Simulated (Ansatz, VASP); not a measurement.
# BN in VASP and in Ansatz

```xyz
12
Lattice="-2.5546 0.0000 0.0000 -1.2773 -2.2123 0.0000 0.0000 0.0000 13.4235" Properties=species:S:1:pos:R:3 pbc="T T T"
B    -2.5546   -1.4749    2.9037
B    -2.5546   -1.4749    7.1283
B    -2.5546   -1.4749   11.3528
B    -1.2773   -0.7374    0.7915
B    -1.2773   -0.7374    5.0160
B    -1.2773   -0.7374    9.2405
N    -2.5546   -1.4749    1.3212
N    -2.5546   -1.4749    5.5457
N    -2.5546   -1.4749    9.7702
N    -1.2773   -0.7374   11.8825
N    -1.2773   -0.7374    3.4334
N    -1.2773   -0.7374    7.6580
```

Alike in both runs: task single point; functional PBE; k mesh 10 × 10 × 2; occupations gaussian, width 0.05 eV; no spin polarisation.

|  | VASP | Ansatz |
| --- | --- | --- |
| version | VASP 6.6.1 | Ansatz 0.2.0 |
| potentials or method | VASP PAW PBE potentials, release 64 (B, N), cutoff 520 eV | scalar-relativistic, plane waves, PAW |
| valence electrons in the cell | 48 | 48 |

VASP gave:

| Item | Value |
| --- | --- |
| gap on the k mesh at the Fermi level (eV) | 2.36 |
| least direct gap on the mesh (eV) | 2.88 |
| pressure (GPa) | -6.2 |
| traceless stress, the component that is largest in VASP (GPa) | -10.22 |
| rms of the force components (eV/Å) | 0.685 |

Question: What did Ansatz give for the same quantities?

Answer: gap on the k mesh at the Fermi level (eV): 2.36; least direct gap on the mesh (eV): 2.88; pressure (GPa): -6.4; traceless stress, the component that is largest in VASP (GPa): -10.14; rms of the force components (eV/Å): 0.684.

Atom by atom the forces differ by 0.004 eV/Å (rms over components). The functional is the same, so the differences come from potentials, cutoffs and numerics.
